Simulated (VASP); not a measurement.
# Fe (Fmmm) in VASP: further runs, part 2 of 2

VASP 6.6.1. Earlier steps stand in the parts before.

## (4) Single point, LDA, collinear spin, ferromagnetic start (volume scaled by 1.04)

INCAR

```
SYSTEM = Fe
  ALGO = Normal
  EDIFF = 1E-7
  ENCUT = 520
  GGA = CA
  ISIF = 2
  ISMEAR = -1
  ISPIN = 2
  LASPH = .TRUE.
  LCHARG = .FALSE.
  LMAXMIX = 4
  LORBIT = 11
  LREAL = .FALSE.
  LWAVE = .FALSE.
  MAGMOM = 3
  NBANDS = 14
  NELM = 150
  PREC = Accurate
  SIGMA = 0.05
```

KPOINTS

```
k-points
0
G
  13 13 13
  0 0 0
```

POSCAR

```
Fe
1.0
    0.0000000000      1.9672918273      1.9909647747
    1.5181582831      0.0000000000      1.9909647747
    1.5181582831      1.9672918273      0.0000000000
Fe
1
Direct
    0.0000000000      0.0000000000      0.0000000000
```

Potentials or basis: VASP PAW LDA potentials, release 64 (Fe).

Started as:

```sh
$ cat potpaw_LDA.64/Fe/POTCAR > POTCAR
$ mpirun -np 1 vasp_std > vasp.out
```

OUTCAR:

```text
SYSTEM = Fe
   EDIFF = 1E-7
   ENCUT = 520
   GGA = CA
   ISIF = 2
   ISMEAR = -1
   ISPIN = 2
   LASPH = .TRUE.
   LORBIT = 11
   LREAL = .FALSE.
   NELM = 150
   PREC = Accurate

 ion  position               nearest neighbor table
   1  0.000  0.000  0.000-

  LATTYP: Found a face centered orthorhombic cell.
 ALAT       =     3.0363165662
 B/A-ratio  =     1.2958410524
 C/A-ratio  =     1.3114342535

  Lattice vectors:

 A1 = (   0.0000000000,   1.9672918273,   1.9909647747)
 A2 = (   1.5181582831,   0.0000000000,   1.9909647747)
 A3 = (   1.5181582831,   1.9672918273,   0.0000000000)

Analysis of symmetry for initial positions (statically):
=====================================================================
 Subroutine PRICEL returns:
 Original cell was already a primitive cell.

 Routine SETGRP: Setting up the symmetry group for a
 face centered orthorhombic supercell.

 Subroutine GETGRP returns: Found  8 space group operations
 (whereof  8 operations were pure point group operations)
 out of a pool of  8 trial point group operations.

[... 599 lines left out ...]
      3       4.7523      0.99994
      4       5.1891      0.71672
      5       6.2482      0.00000
      6       6.7766      0.00000
      7      28.7170      0.00000
      8      30.1768      0.00000
      9      30.4392      0.00000
     10      34.5547      0.00000
     11      35.4350      0.00000
     12      35.7775      0.00000
     13      36.3817      0.00000
     14      36.4576      0.00000
[... 379 lines left out ...]
      3       4.2569      1.00000
      4       6.1499      0.00000
      5       6.9886      0.00000
      6       8.1222      0.00000
      7      15.5830      0.00000
      8      20.9857      0.00000
      9      25.3562      0.00000
     10      30.9073      0.00000
     11      34.1043      0.00000
     12      37.4344      0.00000
     13      43.5030      0.00000
     14      45.2389      0.00000

 [... further k-points ...]
[... 5 lines left out ...]
  --------------------------------------------------------------------------------------
  -------------------------------------------------------------------------------------
  Total       -2.1597541     -1.5928490     -1.6935020      0.0000000      0.0000000      0.0000000
  in kB     -290.9614721   -214.5881666   -228.1481122      0.0000000      0.0000000      0.0000000
  external PRESSURE =    -244.5659169 kB  Pullay stress =       0.0000000 kB

 VOLUME and BASIS-vectors are now :
 -----------------------------------------------------------------------------
  energy-cutoff  :      520.00
  volume of cell :       11.89
      direct lattice vectors                 reciprocal lattice vectors
     0.000000000  1.967291827  1.990964775    -0.329346423  0.254156497  0.251134529
     1.518158283  0.000000000  1.990964775     0.329346423 -0.254156497  0.251134529
     1.518158283  1.967291827  0.000000000     0.329346423  0.254156497 -0.251134529

 POSITION                                       TOTAL-FORCE (eV/Angst)
 -----------------------------------------------------------------------------------
      0.00000      0.00000      0.00000        -0.000000      0.000000     -0.000000
 -----------------------------------------------------------------------------------
    total drift:                                0.000000      0.000000      0.000000

  FREE ENERGIE OF THE ION-ELECTRON SYSTEM (eV)
  ---------------------------------------------------
  free  energy   TOTEN  =        -9.0752381672 eV

  energy  without entropy=       -9.0653273456  energy(sigma->0) =       -9.07028276

 total charge

# of ion       s       p       d       tot
------------------------------------------
    1        0.470   0.494   6.227   7.191

 magnetization (x)

# of ion       s       p       d       tot
------------------------------------------
    1       -0.012  -0.034   2.214   2.169
```

OSZICAR:

```text
N       E                     dE             d eps       ncg     rms          rms(c)
DAV:   1     0.208910195303E+02    0.20891E+02   -0.37751E+03 20968   0.707E+02
DAV:   2    -0.924434606550E+01   -0.30135E+02   -0.27639E+02 20846   0.128E+02
DAV:   3    -0.101868025137E+02   -0.94246E+00   -0.93580E+00 23340   0.237E+01
DAV:   4    -0.101904063501E+02   -0.36038E-02   -0.36034E-02 22334   0.130E+00
DAV:   5    -0.101904275326E+02   -0.21182E-04   -0.21184E-04 23362   0.103E-01    0.112E+01
DAV:   6    -0.921781409179E+01    0.97261E+00   -0.11695E+01 24416   0.410E+01    0.640E+00
DAV:   7    -0.909339936936E+01    0.12441E+00   -0.99593E-01 23978   0.115E+01    0.337E+00
DAV:   8    -0.908381897134E+01    0.95804E-02   -0.42220E-03 21764   0.405E-01    0.116E+00
DAV:   9    -0.907563826417E+01    0.81807E-02   -0.56572E-03 27340   0.364E-01    0.281E-01
DAV:  10    -0.907521943605E+01    0.41883E-03   -0.19960E-04 24404   0.210E-01    0.592E-02
DAV:  11    -0.907523651269E+01   -0.17077E-04   -0.70968E-05 23624   0.679E-02    0.338E-02
DAV:  12    -0.907523738437E+01   -0.87168E-06   -0.11175E-06 22382   0.105E-02    0.137E-02
DAV:  13    -0.907523860848E+01   -0.12241E-05   -0.63835E-07 19604   0.513E-03    0.899E-03
DAV:  14    -0.907523825753E+01    0.35096E-06   -0.22152E-07 17946   0.520E-03    0.409E-03
DAV:  15    -0.907523816721E+01    0.90315E-07   -0.15778E-08 10396   0.126E-03
   1 F= -.90752382E+01 E0= -.90702828E+01  d E =-.991082E-02  mag=     2.1896
```

Run time: 86 s. Hardware: 1 thread of Intel Xeon Platinum 8259CL at 2.50GHz (Skylake/Cascade Lake), shared host; peak memory 0.19 GiB.

What came out:

| Item | Value |
| --- | --- |
| Free energy | -9.0752 eV |
| Pressure | -24.5 GPa |
| Net moment | 2.19 μB per cell |
| Site moments | Fe +2.17 μB |
| Valence electrons inside the program's atomic spheres | Fe 7.19 |

Stress tensor (GPa, compression positive):
```
-29.10   0.00   0.00
  0.00 -21.46   0.00
  0.00   0.00 -22.81
```

Levels at points of the mesh, in eV from the Fermi level:
Spin up:
```csv
k point,band 3,band 4,band 5,band 6,band 7,band 8
"(0.00, 0.00, 0.00)",-2.27,-1.93,-1.19,-0.80,23.35,24.78
```
Spin down:
| k point | band 1 | band 2 | band 3 | band 4 | band 5 | band 6 | band 7 |
| --- | --- | --- | --- | --- | --- | --- | --- |
| (0.00, 0.00, 0.00) | -7.91 | -0.61 | -0.48 | -0.05 | 1.01 | 1.54 | 23.48 |

## (5) Single point, LDA, collinear spin, ferromagnetic start (volume scaled by 1.06)

INCAR

```
PREC     = Accurate       # precision mode
ENCUT    = 520            # plane-wave cutoff, eV
EDIFF    = 1E-6           # SCF threshold, eV
ISMEAR   = -1             # smearing method
SIGMA    = 0.05           # smearing width, eV
LREAL    = F              # projectors in reciprocal space
LASPH    = T              # aspherical terms in the spheres
NELM     = 150            # most SCF steps
ALGO     = Normal         # electronic algorithm
ISIF     = 2              # what is computed and relaxed
LWAVE    = F              # write WAVECAR
LCHARG   = F              # write CHGCAR
ISPIN    = 2              # spin polarisation
MAGMOM   = 3              # initial moments
LORBIT   = 11             # projections on sites
LMAXMIX  = 4              # l up to which the mixer works
NBANDS   = 14             # bands
```

KPOINTS

```
Automatic mesh
0
Gamma
  13 13 13
```

POSCAR

```
Fe
1.0
    0.0000000000      1.9798226863      2.0036464209
    1.5278283418      0.0000000000      2.0036464209
    1.5278283418      1.9798226863      0.0000000000
Fe
1
Direct
    0.0000000000      0.0000000000      0.0000000000
```

Started as:

```sh
$ cat potpaw_LDA.64/Fe/POTCAR > POTCAR
$ mpirun -np 1 vasp_std > vasp.out
```

It took 77 s on 1 thread of Intel Xeon Platinum 8259CL at 2.50GHz (Skylake/Cascade Lake), shared host; peak memory 0.19 GiB.

It converged, with:

| Quantity | Value |
| --- | --- |
| Free energy | -9.0389 eV |
| Pressure | -26.5 GPa |
| Net moment | 2.23 μB per cell |
| Site moments | Fe +2.21 μB |
| Valence electrons inside the program's atomic spheres | Fe 7.16 |

Stress tensor (GPa, compression positive):
```
-30.56   0.00   0.00
  0.00 -23.78   0.00
  0.00   0.00 -25.10
```

Levels at points of the mesh, in eV from the Fermi level:
Spin up:
```
           k point  band 2  band 3  band 4  band 5  band 6  band 7  band 8  band 9
(0.00, 0.00, 0.00)   -2.32   -2.23   -1.91   -1.18   -0.80   23.18   24.59   24.82
```
Spin down:
| k point | band 1 | band 2 | band 3 | band 4 | band 5 | band 6 | band 7 | band 8 |
| --- | --- | --- | --- | --- | --- | --- | --- | --- |
| (0.00, 0.00, 0.00) | -7.80 | -0.53 | -0.40 | 0.02 | 1.05 | 1.57 | 23.31 | 24.75 |

## (6) Overview

```tsv
level	potentials or basis	cell	gap on the mesh (eV)	pressure (GPa)	moment (μB)
LDA	VASP PAW LDA potentials, release 64 (Fe)	a = 2.781, b = 2.488, c = 2.469 Å, angles 68.3, 56.2, 55.6°, 1 atom	none	-22.2	2.15
PBEsol	VASP PAW PBE potentials, release 64 (Fe)	a = 2.781, b = 2.488, c = 2.469 Å, angles 68.3, 56.2, 55.6°, 1 atom	none	-12.8	2.25
LDA	VASP PAW LDA potentials, release 64 (Fe)	a = 2.799, b = 2.504, c = 2.485 Å, angles 68.3, 56.2, 55.6°, 1 atom	none	-24.5	2.19
LDA	VASP PAW LDA potentials, release 64 (Fe)	a = 2.817, b = 2.520, c = 2.501 Å, angles 68.3, 56.2, 55.6°, 1 atom	none	-26.5	2.23
```

Alike in all rows: task single point; spin collinear, ferromagnetic start; k mesh 13 × 13 × 13; cutoff (eV) 520; smearing fermi-dirac 0.05 eV.

Caveats: the PAW data sets were made with another functional, which shifts forces and pressure a little (some runs).

Total energies depend on the potentials used, so only differences within one code and one set of settings carry meaning.
